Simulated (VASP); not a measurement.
## CaC: single point with PBE

Crystal: CaC.

```
Ca C
1.0
     4.29274    0.00000    0.00000
    -2.14637    3.71762    0.00000
     0.00000    0.00000    3.72811
Ca C
2 2
Cartesian
  0.0000 2.4784 0.9320
  2.1464 1.2392 2.7961
  0.0000 0.0000 0.9320
  0.0000 0.0000 2.7961
```

```yaml
Program: VASP 6.6.1
Task: single point
Functional: PBE
Potentials_or_basis: VASP PAW PBE potentials, release 64 (Ca_sv, C)
Cutoff: 520 eV
k_mesh: 12 × 12 × 12
Occupations: gaussian, width 0.1 eV
Spin: no spin polarisation
Dipole_correction: no
Further_INCAR_settings: ALGO = Normal; EDIFF = 1e-06; NBANDS = 22
```

* Pressure: 0.3 GPa
* Band gap on the k mesh: zero (band 14 reaches 5.59 eV, above the bottom of band 15 at 4.91 eV)

Stress tensor (GPa, compression positive):
```
0.43 0.00 0.00
0.00 0.43 0.00
0.00 0.00 0.16
```

Levels at points of the mesh, in eV from the Fermi level:
| k point | band 10 | band 11 | band 12 | band 13 | band 14 | band 15 | band 16 | band 17 | band 18 | band 19 |
| --- | --- | --- | --- | --- | --- | --- | --- | --- | --- | --- |
| (0.00, 0.00, 0.00) | -5.13 | -4.72 | -3.78 | -3.78 | 0.07 | 1.13 | 1.13 | 1.76 | 3.30 | 3.30 |
| (0.50, 0.00, 0.00) | -5.33 | -4.71 | -3.94 | -3.16 | -0.86 | 1.69 | 2.25 | 2.33 | 2.49 | 3.80 |
| (0.00, 0.00, 0.50) | -10.74 | -2.18 | -2.18 | -2.18 | -2.18 | 2.42 | 2.42 | 3.64 | 3.64 | 3.64 |
| (0.50, 0.00, 0.50) | -10.49 | -2.46 | -2.46 | -1.48 | -1.48 | 2.55 | 2.55 | 2.89 | 2.89 | 4.17 |

Wall time 100 s on 1 thread of Intel(R) Xeon(R) Platinum 8488C (Sapphire Rapids) (shared host), peak memory 0.28 GiB.
